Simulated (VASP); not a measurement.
# BP (I-4m2) in VASP: a series of runs

Aim: see how the results for BP move with the level of theory and the settings. Levels: PBE, r2SCAN, HSE06. Tasks: single point.

Everything below comes from runs of VASP 6.6.1. Logs are shortened: lines on timing, memory, paths and dates and some standing lists are left out, and cuts for length are marked.

## 1. The cell of the first run

Symmetry: I-4m2, No. 119, tetragonal system. Conventional cell: a = 3.340 Å, b = 3.340 Å, c = 4.460 Å, α = 90.00°, β = 90.00°, γ = 90.00°. B (site symmetry -4m2) has 4 P at 2.01 Å within 2.7 Å. Within 2.7 Å of P (site symmetry -4m2) lie 4 B at 2.01 Å.

## 2. Single point, PBE (epitaxial xy strain +4.1%)

INCAR reads:

```
SYSTEM = BP
PREC = Accurate
ENCUT = 520
EDIFF = 1E-6
ISMEAR = -1
SIGMA = 0.02
LREAL = .False.
LASPH = .True.
NELM = 100
ALGO = Normal
ISIF = 2
LWAVE = .False.
LCHARG = .False.
GGA = PE
NBANDS = 11
```

KPOINTS reads:

```
regular mesh
0
Gamma
  10 10 10
  0 0 0
```

POSCAR reads:

```
BP
1.0
    0.0000000000      2.3615434586      2.2301647885
    2.3615434586      0.0000000000      2.2301647885
    2.3615434586      2.3615434586      0.0000000000
B P
1 1
Direct
    0.0000000000      0.0000000000      0.0000000000
    0.2500000000      0.2500000000      0.2500000000
```

Potentials or basis: VASP PAW PBE potentials, release 64 (B, P).

Command:

```sh
$ cat potpaw_PBE.64/B/POTCAR potpaw_PBE.64/P/POTCAR > POTCAR
$ mpirun -np 1 vasp_std > vasp.out
```

OUTCAR:

```text
SYSTEM = BP
   PREC = Accurate
   ENCUT = 520
   EDIFF = 1E-6
   ISMEAR = -1
   LREAL = .False.
   LASPH = .True.
   NELM = 100
   ISIF = 2
   GGA = PE

 ion  position               nearest neighbor table
   1  0.000  0.000  0.000-   2 2.01   2 2.01   2 2.01   2 2.01
   2  0.250  0.250  0.250-   1 2.01   1 2.01   1 2.01   1 2.01

  LATTYP: Found a body centered tetragonal cell.
 ALAT       =     3.3397267873
 C/A-ratio  =     1.3355372643

  Lattice vectors:

 A1 = (   0.0000000000,  -2.3615434586,  -2.2301647885)
 A2 = (   0.0000000000,   2.3615434586,  -2.2301647885)
 A3 = (   2.3615434586,   0.0000000000,   2.2301647885)

Analysis of symmetry for initial positions (statically):
=====================================================================
 Subroutine PRICEL returns:
 Original cell was already a primitive cell.

 Routine SETGRP: Setting up the symmetry group for a
 body centered tetragonal supercell.

 Subroutine GETGRP returns: Found  8 space group operations
 (whereof  8 operations were pure point group operations)
 out of a pool of 16 trial point group operations.

The static configuration has the point symmetry D_2d.

Analysis of symmetry for dynamics (positions and initial velocities):
=====================================================================
 Subroutine PRICEL returns:
 Original cell was already a primitive cell.

 Routine SETGRP: Setting up the symmetry group for a
 body centered tetragonal supercell.

 Subroutine GETGRP returns: Found  8 space group operations
 (whereof  8 operations were pure point group operations)
 out of a pool of 16 trial point group operations.

The dynamic configuration has the point symmetry D_2d.

 Subroutine INISYM returns: Found  8 space group operations
 (whereof  8 operations are pure point group operations),
 and found     1 'primitive' translations

----------------------------------------------------------------------------------------

                                     Primitive cell

  volume of cell :      24.8748

  direct lattice vectors                    reciprocal lattice vectors
     0.000000000  2.361543459  2.230164789    -0.211725936  0.211725936  0.224198679
     2.361543459  0.000000000  2.230164789     0.211725936 -0.211725936  0.224198679
     2.361543459  2.361543459  0.000000000     0.211725936  0.211725936 -0.224198679

  length of vectors
     3.248156784  3.248156784  3.339726787     0.374059878  0.374059878  0.374059878

  position of ions in fractional coordinates (direct lattice)
     0.000000000  0.000000000  0.000000000
     0.250000000  0.250000000  0.250000000

  ion indices of the primitive-cell ions
   primitive index   ion index
                 1           1
                 2           2

----------------------------------------------------------------------------------------

 KPOINTS: regular mesh

Automatic generation of k-mesh.
 Grid dimensions read from file:
 generate k-points for:   10   10   10

 Generating k-lattice:

  Cartesian coordinates                     Fractional coordinates (reciprocal lattice)
    -0.021172594  0.021172594  0.022419868     0.100000000  0.000000000  0.000000000
     0.021172594 -0.021172594  0.022419868     0.000000000  0.100000000  0.000000000
     0.021172594  0.021172594 -0.022419868     0.000000000  0.000000000  0.100000000

  Length of vectors
     0.037405988  0.037405988  0.037405988

  Shift w.r.t. Gamma in fractional coordinates (k-lattice)
     0.000000000  0.000000000  0.000000000

 Subroutine IBZKPT returns following result:
 ===========================================

 Found    102 irreducible k-points:

 Following reciprocal coordinates:
            Coordinates               Weight
  0.000000  0.000000  0.000000      1.000000
  0.100000 -0.000000  0.000000      8.000000
  0.200000 -0.000000  0.000000      8.000000
  0.300000 -0.000000  0.000000      8.000000
  0.400000  0.000000  0.000000      8.000000
  0.500000 -0.000000  0.000000      4.000000
[... 16 lines left out ...]
  0.300000  0.300000  0.000000      2.000000
  0.400000  0.300000  0.000000      8.000000
 [... further k-points ...]
   k-points           NKPTS =    102   k-points in BZ     NKDIM =    102   number of bands    NBANDS=     11
   number of dos      NEDOS =    301   number of ions     NIONS =      2
   total plane-waves  NPLWV =  16128
   dimension x,y,z NGX =    24 NGY =   24 NGZ =   28
   dimension x,y,z NGXF=    48 NGYF=   48 NGZF=   56
   ions per type =               1   1
   NGX,Y,Z   is equivalent  to a cutoff of  12.28, 12.28, 13.94 a.u.
   NGXF,Y,Z  is equivalent  to a cutoff of  24.57, 24.57, 27.88 a.u.
 SYSTEM =  BP
   PREC   = accura    normal or accurate (medium, high low for compatibility)
   ISTART =      0    job   : 0-new  1-cont  2-samecut
   ICHARG =      2    charge: 1-file 2-atom 10-const
   ISPIN  =      1    spin polarized calculation?
   LNONCOLLINEAR =      F non collinear calculations
   LSORBIT =      F    spin-orbit coupling
   LASPH  =      T    aspherical Exc in radial PAW
   ENCUT  =  520.0 eV  38.22 Ry    6.18 a.u.   6.04  6.04  6.21*2*pi/ulx,y,z
   NELM   =    100;   NELMIN=  2; NELMDL= -5     # of ELM steps
   EDIFF  = 0.1E-05   stopping-criterion for ELM
   LREAL  =      F    real-space projection
   EDIFFG = 0.1E-04   stopping-criterion for IOM
   NSW    =      0    number of steps for IOM
   IBRION =     -1    ionic relax: 0-MD 1-quasi-New 2-CG
   NFREE  =      0    steps in history (QN), initial steepest desc. (CG)
   ISIF   =      2    stress and relaxation
   ISYM   =      2    0-nonsym 1-usesym 2-fastsym
   POTIM  = 0.5000    time-step for ionic-motion
   TEBEG  =    0.0;   TEEND  =   0.0 temperature during run
   PSTRESS=    0.0 pullay stress
   NELECT =       8.0000    total number of electrons
   NUPDOWN=      -1.0000    fix difference up-down
   EMIN   =  10.00;   EMAX   =-10.00  energy-range for DOS
   EFERMI =   0.00;   METHOD = LEGACY
   ISMEAR =    -1;   SIGMA  =   0.02  broadening in eV -4-tet -1-fermi 0-gaus
   EFERMI_NEDOS =   21; number of points for ismear=-14 and -15
   IALGO  =     38    algorithm
   IMIX   =      4    mixing-type and parameters
     AMIX     =   0.40;   BMIX     =  1.00
     AMIX_MAG =   1.60;   BMIX_MAG =  1.00
  volume/ion in A,a.u.               =      12.44        83.93
  Fermi-wavevector in a.u.,A,eV,Ry     =   1.121636  2.119584 17.117040  1.258067
  Thomas-Fermi vector in A             =   2.258291
   LORBIT       =      0    0 simple, 1 ext, 2 COOP (PROOUT), +10 PAW based schemes
   GGA     = PE    functional components
   LHFCALC =     F    Hartree Fock is set to
   AEXX    =    0.0000 exact exchange contribution
   IVDW    =     0    specifies the selected vdW correction
   LEPSILON=     F    determine dielectric tensor
   LRPA    =     F    only Hartree local field effects (RPA)
 non-spin polarized calculation
  energy-cutoff  :      520.00
  volume of cell :       24.87
 maximum number of plane-waves:       680
   NGX = 13   NGY = 13   NGZ = 13

 number of electron       7.9999999 magnetization

 Free energy of the ion-electron system (eV)
  ---------------------------------------------------
  ext. energy  EPLUGINS =         0.00000000
  ---------------------------------------------------
  free energy    TOTEN  =       -12.85313816 eV

  energy without entropy =      -12.85313816  energy(sigma->0) =      -12.85313816

 E-fermi :   7.2975     XC(G=0): -10.6432

 val. band max:        7.0515396082   @ k =   0.0000   0.0000   0.0000
 cond. band min:       7.5573996991   @ k =   0.4000   0.4000   0.0000
 fundamental gap:      0.5058600909
 Fermi energy:         7.2974939658

 k-point     1 :       0.0000    0.0000    0.0000
  band No.  band energies     occupation
      1      -8.2008      2.00000
      2       6.5436      2.00000
      3       6.5436      2.00000
      4       7.0515      1.99999
      5       9.8227      0.00000
      6      10.1572      0.00000
      7      10.1572      0.00000
      8      13.1073      0.00000
      9      17.8246      0.00000
     10      17.9623      0.00000
     11      19.2678      0.00000

 k-point     2 :       0.1000   -0.0000    0.0000
  band No.  band energies     occupation
      1      -8.0296      2.00000
      2       5.4280      2.00000
      3       6.2483      2.00000
      4       6.6514      2.00000
      5      10.1322      0.00000
      6      10.5236      0.00000
      7      10.5967      0.00000
      8      13.6983      0.00000
      9      17.4477      0.00000
     10      18.3112      0.00000
     11      18.5253      0.00000

 k-point     3 :       0.2000   -0.0000    0.0000
  band No.  band energies     occupation
      1      -7.5233      2.00000
      2       3.2044      2.00000
      3       5.6723      2.00000
      4       6.1398      2.00000
      5      10.3099      0.00000
      6      11.1257      0.00000
      7      11.2374      0.00000
      8      15.0535      0.00000
      9      17.1295      0.00000
     10      17.6684      0.00000
     11      19.3136      0.00000

 k-point     4 :       0.3000   -0.0000    0.0000
  band No.  band energies     occupation
      1      -6.7141      2.00000
      2       0.9560      2.00000
      3       5.1544      2.00000
      4       5.7145      2.00000
      5      10.1428      0.00000
      6      11.3273      0.00000
      7      11.7455      0.00000
      8      16.2248      0.00000
      9      17.8758      0.00000
     10      17.9583      0.00000
     11      19.5802      0.00000
[... 239 lines left out ...]
 k-point    22 :      -0.2000    0.2000    0.0000
  band No.  band energies     occupation
      1      -6.4961      2.00000
      2       1.7619      2.00000
      3       3.0579      2.00000
      4       5.1790      2.00000
      5      10.5768      0.00000
      6      11.9346      0.00000
      7      13.2113      0.00000
      8      14.7261      0.00000
      9      15.9880      0.00000
     10      19.4271      0.00000
     11      21.3901      0.00000

 k-point    23 :       0.3000    0.3000    0.0000
  band No.  band energies     occupation
      1      -6.0507      2.00000
      2       2.3222      2.00000
      3       3.3717      2.00000
      4       3.3717      2.00000
      5       7.8353      0.00000
      6      10.5468      0.00000
      7      15.1977      0.00000
      8      15.1977      0.00000
      9      19.4167      0.00000
     10      20.3392      0.00000
     11      22.9349      0.00000

 k-point    24 :       0.4000    0.3000    0.0000
  band No.  band energies     occupation
      1      -5.2360      2.00000
      2       0.9176      2.00000
      3       2.7870      2.00000
      4       3.0633      2.00000
      5       8.1032      0.00000
      6      10.0562      0.00000
      7      15.7317      0.00000
      8      15.7791      0.00000
      9      20.3689      0.00000
     10      21.3915      0.00000
     11      23.2714      0.00000

 [... further k-points ...]
[... 5 lines left out ...]
  --------------------------------------------------------------------------------------
  -------------------------------------------------------------------------------------
  Total       -1.9889060     -1.9889060      0.0960531      0.0000000      0.0000000      0.0000000
  in kB     -128.1049769   -128.1049769      6.1867600      0.0000000      0.0000000      0.0000000
  external PRESSURE =     -83.3410646 kB  Pullay stress =       0.0000000 kB

 VOLUME and BASIS-vectors are now :
 -----------------------------------------------------------------------------
  energy-cutoff  :      520.00
  volume of cell :       24.87
      direct lattice vectors                 reciprocal lattice vectors
     0.000000000  2.361543459  2.230164789    -0.211725936  0.211725936  0.224198679
     2.361543459  0.000000000  2.230164789     0.211725936 -0.211725936  0.224198679
     2.361543459  2.361543459  0.000000000     0.211725936  0.211725936 -0.224198679

 POSITION                                       TOTAL-FORCE (eV/Angst)
 -----------------------------------------------------------------------------------
      0.00000      0.00000      0.00000         0.000000      0.000000     -0.000000
      1.18077      1.18077      1.11508        -0.000000     -0.000000      0.000000
 -----------------------------------------------------------------------------------
    total drift:                               -0.000000     -0.000000      0.000000

  FREE ENERGIE OF THE ION-ELECTRON SYSTEM (eV)
  ---------------------------------------------------
  free  energy   TOTEN  =       -12.8531381628 eV

  energy  without entropy=      -12.8531381578  energy(sigma->0) =      -12.85313816
```

Wall time 20 s (1 thread of AMD EPYC 7R13 (Zen 3), shared host); peak memory 0.12 GiB.

What came out:

* Free energy: -12.8531 eV
* Pressure: -8.3 GPa
* Band gap on the k mesh: 0.51 eV (least direct gap 2.77 eV)

Levels at points of the mesh, in eV from the valence-band top:
```tsv
k point	band 2	band 3	band 4	band 5	band 6	band 7
(0.00, 0.00, 0.00)	-0.51	-0.51	0.00	2.77	3.11	3.11
(0.50, 0.00, 0.00)	-8.93	-2.35	-1.69	2.85	4.08	4.82
(0.50, 0.50, 0.00)	-8.27	-4.59	-4.59	0.70	0.89	11.19
(0.50, 0.00, 0.50)	-8.76	-4.08	-3.98	1.33	1.64	10.61
```

Caveat: the cell differs from its parent crystal (epitaxial xy strain +4.1%); the cell stands under tension.

(Part 1 of 2 ends here.)
